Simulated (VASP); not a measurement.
# CaAlO (Immm) in VASP: notebook

Runs on CaAlO. Level: PBE. Tasks: single point.

All numbers are computed with VASP 6.6.1; they aren't measurements. Logs are shortened: lines on timing, memory, paths and dates and some standing lists are left out, and cuts for length are marked.

### 1 The cell of the first run

It takes space group Immm (No. 71, orthorhombic). The conventional cell has a = 4.163 Å, b = 4.654 Å, c = 5.375 Å, α = 90.00°, β = 90.00°, γ = 90.00°. Ca (site symmetry mmm) has 2 Al at 2.33 Å and 6 O at 2.69 to 3.12 Å within 3.2 Å. Al (site symmetry mmm) has 2 O at 2.08 Å and 2 Ca at 2.33 Å within 2.8 Å. O (site symmetry mmm) has 2 Al at 2.08 Å and 2 Ca at 2.69 Å within 2.8 Å.

The cell was generated, and may not be a known phase.

### 2 Single point, PBE

File INCAR:

```
ALGO     = Normal         # electronic algorithm
EDIFF    = 1E-7           # SCF threshold, eV
ENCUT    = 520            # plane-wave cutoff, eV
GGA      = PE             # functional
ISIF     = 2              # what is computed and relaxed
ISMEAR   = 0              # smearing method
LASPH    = True           # aspherical terms in the spheres
LCHARG   = True           # write CHGCAR
LELF     = True           # ELF
LREAL    = False          # projectors in reciprocal space
LVHAR    = True         
LWAVE    = False          # write WAVECAR
NBANDS   = 16             # bands
NELM     = 60             # most SCF steps
PREC     = Accurate       # precision mode
SIGMA    = 0.1            # smearing width, eV
```

File KPOINTS:

```
k-points
0
Gamma
  6 6 6
```

File POSCAR:

```
CaAlO
1.0
   -2.0817174000      2.3272057800      2.6876287600
    2.0817174000     -2.3272057800      2.6876287600
    2.0817174000      2.3272057800     -2.6876287600
Ca Al O
1 1 1
Direct
    0.0000000000      0.5000000000      0.5000000000
    0.5000000000      0.5000000000      0.0000000000
    0.5000000000      0.0000000000      0.5000000000
```

Potentials or basis: VASP PAW PBE potentials, release 64 (Ca_sv, Al, O).

Launch:

```bash
> cat potpaw_PBE.64/Ca_sv/POTCAR potpaw_PBE.64/Al/POTCAR potpaw_PBE.64/O/POTCAR > POTCAR
> mpirun -np 1 vasp_std > vasp.out
```

OUTCAR:

```text
EDIFF = 1E-7
   ENCUT = 520
   GGA = PE
   ISIF = 2
   ISMEAR = 0
   LASPH = True
   LREAL = False
   NELM = 60
   PREC = Accurate

 ion  position               nearest neighbor table
   1  0.000  0.500  0.500-   2 2.33   2 2.33
   2  0.500  0.500  0.000-   3 2.08   3 2.08   1 2.33   1 2.33
   3  0.500  0.000  0.500-   2 2.08   2 2.08

  LATTYP: Found a body centered orthorhombic cell.
 ALAT       =     4.1634348000
 B/A-ratio  =     1.1179258914
 C/A-ratio  =     1.2910632154

  Lattice vectors:

 A1 = (  -2.0817174000,   2.3272057800,   2.6876287600)
 A2 = (   2.0817174000,  -2.3272057800,   2.6876287600)
 A3 = (   2.0817174000,   2.3272057800,  -2.6876287600)

Analysis of symmetry for initial positions (statically):
=====================================================================
 Subroutine PRICEL returns:
 Original cell was already a primitive cell.

 Routine SETGRP: Setting up the symmetry group for a
 body centered orthorhombic supercell.

 Subroutine GETGRP returns: Found  8 space group operations
 (whereof  8 operations were pure point group operations)
 out of a pool of  8 trial point group operations.

The static configuration has the point symmetry D_2h.

Analysis of symmetry for dynamics (positions and initial velocities):
=====================================================================
 Subroutine PRICEL returns:
 Original cell was already a primitive cell.

 Routine SETGRP: Setting up the symmetry group for a
 body centered orthorhombic supercell.

 Subroutine GETGRP returns: Found  8 space group operations
 (whereof  8 operations were pure point group operations)
 out of a pool of  8 trial point group operations.

The dynamic configuration has the point symmetry D_2h.

 Subroutine INISYM returns: Found  8 space group operations
 (whereof  8 operations are pure point group operations),
 and found     1 'primitive' translations

----------------------------------------------------------------------------------------

                                     Primitive cell

  volume of cell :      52.0818

  direct lattice vectors                    reciprocal lattice vectors
[... 84 lines left out ...]
   LNONCOLLINEAR =      F non collinear calculations
   LSORBIT =      F    spin-orbit coupling
   LASPH  =      T    aspherical Exc in radial PAW
   ENCUT  =  520.0 eV  38.22 Ry    6.18 a.u.   7.66  7.66  7.66*2*pi/ulx,y,z
   NELM   =     60;   NELMIN=  2; NELMDL= -5     # of ELM steps
   EDIFF  = 0.1E-06   stopping-criterion for ELM
   LREAL  =      F    real-space projection
   EDIFFG = 0.1E-05   stopping-criterion for IOM
   NSW    =      0    number of steps for IOM
   IBRION =     -1    ionic relax: 0-MD 1-quasi-New 2-CG
   NFREE  =      0    steps in history (QN), initial steepest desc. (CG)
   ISIF   =      2    stress and relaxation
   ISYM   =      2    0-nonsym 1-usesym 2-fastsym
   POTIM  = 0.5000    time-step for ionic-motion
   TEBEG  =    0.0;   TEEND  =   0.0 temperature during run
   PSTRESS=    0.0 pullay stress
   NELECT =      19.0000    total number of electrons
   NUPDOWN=      -1.0000    fix difference up-down
   EMIN   =  10.00;   EMAX   =-10.00  energy-range for DOS
   EFERMI =   0.00;   METHOD = LEGACY
   ISMEAR =     0;   SIGMA  =   0.10  broadening in eV -4-tet -1-fermi 0-gaus
   EFERMI_NEDOS =   21; number of points for ismear=-14 and -15
   IALGO  =     38    algorithm
   IMIX   =      4    mixing-type and parameters
     AMIX     =   0.40;   BMIX     =  1.00
     AMIX_MAG =   1.60;   BMIX_MAG =  1.00
  volume/ion in A,a.u.               =      17.36       117.16
  Fermi-wavevector in a.u.,A,eV,Ry     =   1.169762  2.210529 18.617431  1.368343
  Thomas-Fermi vector in A             =   2.306230
   LORBIT       =      0    0 simple, 1 ext, 2 COOP (PROOUT), +10 PAW based schemes
   GGA     = PE    functional components
   LHFCALC =     F    Hartree Fock is set to
   AEXX    =    0.0000 exact exchange contribution
   IVDW    =     0    specifies the selected vdW correction
   LEPSILON=     F    determine dielectric tensor
   LRPA    =     F    only Hartree local field effects (RPA)
 non-spin polarized calculation
 Gauss-broadening in eV      SIGMA  =   0.10
  energy-cutoff  :      520.00
  volume of cell :       52.08
 maximum number of plane-waves:      1423
 NGX is ok and might be reduce to    32
   NGX = 15   NGY = 15   NGZ = 15

 number of electron      19.0000002 magnetization

 Free energy of the ion-electron system (eV)
  ---------------------------------------------------
  ext. energy  EPLUGINS =         0.00000000
  ---------------------------------------------------
  free energy    TOTEN  =       -10.69653748 eV

  energy without entropy =      -10.68510494  energy(sigma->0) =      -10.69082121

 E-fermi :   4.9822     XC(G=0):  -9.6347

 val. band max:        4.9373552685   @ k =   0.3333  -0.3333   0.1667
 cond. band min:       4.9975249412   @ k =  -0.0000   0.3333   0.0000
 fundamental gap:      0.0601696727
 Fermi energy:         4.9821911792

 k-point     1 :       0.0000    0.0000    0.0000
  band No.  band energies     occupation
      1     -36.1463      2.00000
      2     -17.6559      2.00000
      3     -17.1202      2.00000
      4     -16.9947      2.00000
      5     -13.6340      2.00000
      6      -0.2881      2.00000
[... 433 lines left out ...]
      3     -17.1951      2.00000
      4     -17.0701      2.00000
      5     -13.3810      2.00000
      6      -1.9822      2.00000
[... 8 lines left out ...]
     15       9.7310      0.00000
     16      10.4785      0.00000

 [... further k-points ...]

------------------------ aborting loop because EDIFF is reached ----------------------------------------

  FORCE on cell =-STRESS in cart. coord.  units (eV):
  Direction    XX          YY          ZZ          XY          YZ          ZX
  --------------------------------------------------------------------------------------
  -------------------------------------------------------------------------------------
  Total       -5.1943868     18.8618696     -2.2736126      0.0000000      0.0000000      0.0000000
  in kB     -159.7934733    580.2424404    -69.9425110      0.0000000      0.0000000      0.0000000
  external PRESSURE =     116.8354854 kB  Pullay stress =       0.0000000 kB

 VOLUME and BASIS-vectors are now :
 -----------------------------------------------------------------------------
  energy-cutoff  :      520.00
  volume of cell :       52.08
      direct lattice vectors                 reciprocal lattice vectors
    -2.081717400  2.327205780  2.687628760     0.000000000  0.214849930  0.186037598
     2.081717400 -2.327205780  2.687628760     0.240186300  0.000000000  0.186037598
     2.081717400  2.327205780 -2.687628760     0.240186300  0.214849930  0.000000000

 POSITION                                       TOTAL-FORCE (eV/Angst)
 -----------------------------------------------------------------------------------
      2.08172      0.00000      0.00000        -0.000000      0.000000     -0.000000
      0.00000      0.00000      2.68763         0.000000      0.000000     -0.000000
      0.00000      2.32721      0.00000        -0.000000     -0.000000      0.000000
 -----------------------------------------------------------------------------------
    total drift:                               -0.000000     -0.000000      0.000000

  FREE ENERGIE OF THE ION-ELECTRON SYSTEM (eV)
  ---------------------------------------------------
  free  energy   TOTEN  =       -10.6965374836 eV

  energy  without entropy=      -10.6851049388  energy(sigma->0) =      -10.69082121
```

Wall time 14 s (1 thread of Intel Xeon 6975P-C (Granite Rapids), shared host); peak memory 0.2 GiB.

Results:

```
Free energy            : -10.6965 eV
Pressure               : 11.7 GPa
Band gap on the k mesh : zero (an odd number of electrons rules out a gap without spin polarisation)
```

Caveat: the stress differs along the axes, from -16 to 58 GPa.

### 3 Single point, PBE, collinear spin, ferromagnetic start

This run uses another cell than the first one, of 22.14 Å³/atom.

File INCAR:

```
SYSTEM = CaAlO
  ALGO = Normal
  EDIFF = 1E-7
  ENCUT = 520
  GGA = PE
  ISIF = 2
  ISMEAR = 0
  ISPIN = 2
  LASPH = .TRUE.
  LCHARG = .TRUE.
  LELF = .TRUE.
  LORBIT = 11
  LREAL = .FALSE.
  LVHAR = .TRUE.
  LWAVE = .FALSE.
  MAGMOM = 0 0 1
  NBANDS = 20
  NELM = 150
  PREC = Accurate
  SIGMA = 0.1
```

File KPOINTS:

```
k-points
0
G
  6 6 6
  0 0 0
```

File POSCAR:

```
CaAlO
1.0
   -1.9134239442      2.4172164224      3.5896428102
    1.9134239442     -2.4172164224      3.5896428102
    1.9134239442      2.4172164224     -3.5896428102
Ca Al O
1 1 1
Direct
    0.0000000000      0.5000000000      0.5000000000
    0.5000000000      0.0000000000      0.5000000000
    0.5000000000      0.5000000000      0.0000000000
```

Potentials or basis: VASP PAW PBE potentials, release 64 (Ca_sv, Al, O).

Launch:

```bash
> cat potpaw_PBE.64/Ca_sv/POTCAR potpaw_PBE.64/Al/POTCAR potpaw_PBE.64/O/POTCAR > POTCAR
> mpirun -np 1 vasp_std > vasp.out
```

Run time: 48 s. Hardware: 1 thread of Intel Xeon 6975P-C (Granite Rapids), shared host; peak memory 0.3 GiB.

It converged, with:

```
Free energy                                           : -13.9138 eV
Pressure                                              : 0.1 GPa
Net moment                                            : 0.00 μB per cell
Valence electrons inside the program's atomic spheres : Ca 8.14; Al 0.74; O 5.02
```

Stress tensor (GPa, compression positive):
```
0.07 0.00 0.00
0.00 0.21 0.00
0.00 0.00 0.16
```

Levels at points of the mesh, in eV from the Fermi level:
Spin up:
```
           k point  band 7  band 8  band 9  band 10  band 11  band 12
(0.00, 0.00, 0.00)   -4.37   -4.27   -4.14     1.68     1.93     3.18
(0.50, 0.00, 0.00)   -5.58   -4.63   -2.40    -0.88     1.36     3.25
(0.00, 0.50, 0.00)   -4.18   -4.13   -0.68    -0.23    -0.22     3.33
(0.50, 0.50, 0.00)   -5.06   -4.26   -0.47    -0.04     0.85     1.82
(0.50, 0.50, 0.50)   -4.98   -4.58   -2.59     0.64     1.72     2.21
```
Spin down:
| k point | band 5 | band 6 | band 7 | band 8 | band 9 | band 10 | band 11 | band 12 | band 13 | band 14 |
| --- | --- | --- | --- | --- | --- | --- | --- | --- | --- | --- |
| (0.00, 0.00, 0.00) | -19.28 | -6.04 | -4.37 | -4.27 | -4.14 | 1.68 | 1.93 | 3.19 | 3.35 | 3.37 |
| (0.50, 0.00, 0.00) | -18.86 | -6.17 | -5.58 | -4.63 | -2.40 | -0.87 | 1.36 | 3.25 | 3.86 | 4.27 |
| (0.00, 0.50, 0.00) | -19.12 | -7.66 | -4.18 | -4.13 | -0.68 | -0.23 | -0.22 | 3.33 | 3.49 | 4.67 |
| (0.50, 0.50, 0.00) | -18.74 | -7.77 | -5.06 | -4.26 | -0.46 | -0.04 | 0.85 | 1.82 | 3.12 | 4.29 |
| (0.50, 0.50, 0.50) | -19.26 | -6.10 | -4.98 | -4.58 | -2.59 | 0.64 | 1.72 | 2.22 | 3.47 | 3.88 |

### 4 Single point, PBE

This run uses another cell than the first one, of 22.28 Å³/atom.

File INCAR:

```
  PREC = Accurate
  ENCUT = 520
  EDIFF = 1E-7
  ISMEAR = 0
  SIGMA = 0.1
  LREAL = F
  LASPH = T
  NELM = 60
  ALGO = Normal
  ISIF = 2
  LWAVE = F
  LCHARG = T
  GGA = PE
  LELF = T
  LVHAR = T
  NBANDS = 16
```

File KPOINTS:

```
regular mesh
0
Gamma
  16 16 16
```

File POSCAR:

```
CaAlO
1.0
   -1.9080484156      2.4220972234      3.6156651008
    1.9080484156     -2.4220972234      3.6156651008
    1.9080484156      2.4220972234     -3.6156651008
Ca Al O
1 1 1
Direct
    0.0000000000      0.5000000000      0.5000000000
    0.5000000000      0.0000000000      0.5000000000
    0.5000000000      0.5000000000      0.0000000000
```

Potentials or basis: VASP PAW PBE potentials, release 64 (Ca_sv, Al, O).

Launch:

```bash
> cat potpaw_PBE.64/Ca_sv/POTCAR potpaw_PBE.64/Al/POTCAR potpaw_PBE.64/O/POTCAR > POTCAR
> mpirun -np 1 vasp_std > vasp.out
```

OUTCAR:

```text
PREC = Accurate
   ENCUT = 520
   EDIFF = 1E-7
   ISMEAR = 0
   LREAL = F
   LASPH = T
   NELM = 60
   ISIF = 2
   GGA = PE

 ion  position               nearest neighbor table
   1  0.000  0.500  0.500-   3 2.42   3 2.42   2 3.08   2 3.08   2 3.08   2 3.08
   2  0.500  0.000  0.500-   3 1.91   3 1.91   1 3.08   1 3.08   1 3.08   1 3.08
   3  0.500  0.500  0.000-   2 1.91   2 1.91   1 2.42   1 2.42

  LATTYP: Found a body centered orthorhombic cell.
 ALAT       =     3.8160968312
 B/A-ratio  =     1.2694107778
 C/A-ratio  =     1.8949545888

  Lattice vectors:

 A1 = (  -1.9080484156,   2.4220972234,   3.6156651008)
 A2 = (   1.9080484156,  -2.4220972234,   3.6156651008)
 A3 = (   1.9080484156,   2.4220972234,  -3.6156651008)

Analysis of symmetry for initial positions (statically):
=====================================================================
 Subroutine PRICEL returns:
 Original cell was already a primitive cell.

 Routine SETGRP: Setting up the symmetry group for a
 body centered orthorhombic supercell.

 Subroutine GETGRP returns: Found  8 space group operations
[... 167 lines left out ...]
 E-fermi :   3.3629     XC(G=0):  -8.5928

 val. band max:        3.3626773080   @ k =  -0.3750  -0.3125   0.1250
 cond. band min:       3.3643265776   @ k =   0.3750   0.5000  -0.0000
 fundamental gap:      0.0016492697
 Fermi energy:         3.3628680615

 k-point     1 :       0.0000    0.0000    0.0000
  band No.  band energies     occupation
      1     -37.7946      2.00000
      2     -18.9300      2.00000
      3     -18.7871      2.00000
      4     -18.7417      2.00000
      5     -15.9363      2.00000
      6      -2.7029      2.00000
[... 433 lines left out ...]
      3     -18.8227      2.00000
      4     -18.7457      2.00000
      5     -15.8682      2.00000
      6      -2.8340      2.00000
[... 8 lines left out ...]
     15       7.4636      0.00000
     16       8.0919      0.00000

 [... further k-points ...]

------------------------ aborting loop because EDIFF is reached ----------------------------------------

  FORCE on cell =-STRESS in cart. coord.  units (eV):
  Direction    XX          YY          ZZ          XY          YZ          ZX
  --------------------------------------------------------------------------------------
  -------------------------------------------------------------------------------------
  Total        0.0295129      0.1051584     -0.0122222     -0.0000000      0.0000000      0.0000000
  in kB        0.7074459      2.5207245     -0.2929746     -0.0000000      0.0000000      0.0000000
  external PRESSURE =       0.9783986 kB  Pullay stress =       0.0000000 kB

 VOLUME and BASIS-vectors are now :
 -----------------------------------------------------------------------------
  energy-cutoff  :      520.00
  volume of cell :       66.84
      direct lattice vectors                 reciprocal lattice vectors
    -1.908048416  2.422097223  3.615665101     0.000000000  0.206432671  0.138287144
     1.908048416 -2.422097223  3.615665101     0.262047858  0.000000000  0.138287144
     1.908048416  2.422097223 -3.615665101     0.262047858  0.206432671  0.000000000

 POSITION                                       TOTAL-FORCE (eV/Angst)
 -----------------------------------------------------------------------------------
      1.90805      0.00000      0.00000         0.000000     -0.000000      0.000000
      0.00000      2.42210      0.00000         0.000000      0.000000      0.000000
      0.00000      0.00000      3.61567        -0.000000     -0.000000      0.000000
 -----------------------------------------------------------------------------------
    total drift:                                0.000000     -0.000000      0.000000

  FREE ENERGIE OF THE ION-ELECTRON SYSTEM (eV)
  ---------------------------------------------------
  free  energy   TOTEN  =       -13.9064088845 eV

  energy  without entropy=      -13.8898724051  energy(sigma->0) =      -13.89814064
```

stdout:

```text
POSCAR found type information on POSCAR CaAlO
 POSCAR found :  3 types and       3 ions
 scaLAPACK will be used
 LDA part: xc-table for (Slater+PW92), standard interpolation
 POSCAR, INCAR and KPOINTS ok, starting setup
 FFT: planning ... GRIDC
 FFT: planning ... GRID_SOFT
 FFT: planning ... GRID
 WAVECAR not read
 entering main loop
```

Run time: 4.4 min. Hardware: 1 thread of Intel Xeon 6975P-C (Granite Rapids), shared host; peak memory 0.8 GiB.

What came out:

```
Free energy            : -13.9064 eV
Pressure               : 0.1 GPa
Band gap on the k mesh : zero (an odd number of electrons rules out a gap without spin polarisation)
```

### 5 Summary

| spin | cell | k mesh | gap on the mesh (eV) | pressure (GPa) |
| --- | --- | --- | --- | --- |
| off | a = 4.120 Å, angles 119.3, 111.2, 98.6°, 3 atoms, atomic positions A | 6 × 6 × 6 | none | 11.7 |
| collinear, ferromagnetic start | a = 4.732 Å, angles 132.3, 118.6, 81.3°, 3 atoms, atomic positions B | 6 × 6 × 6 | none | 0.1 |
| off | a = 4.752 Å, angles 132.7, 118.7, 80.9°, 3 atoms, atomic positions B | 16 × 16 × 16 | none | 0.1 |

Alike in all rows: task single point; level PBE; potentials or basis VASP PAW PBE potentials, release 64 (Ca_sv, Al, O); cutoff (eV) 520; smearing gaussian 0.1 eV.

Caveats: the stress differs along the axes, from -16 to 58 GPa (at least some runs).

Total energies depend on the potentials used, so only differences within one code and one set of settings carry meaning.

The gap in the log of VASP goes by the Fermi energy; the results here count the filled bands.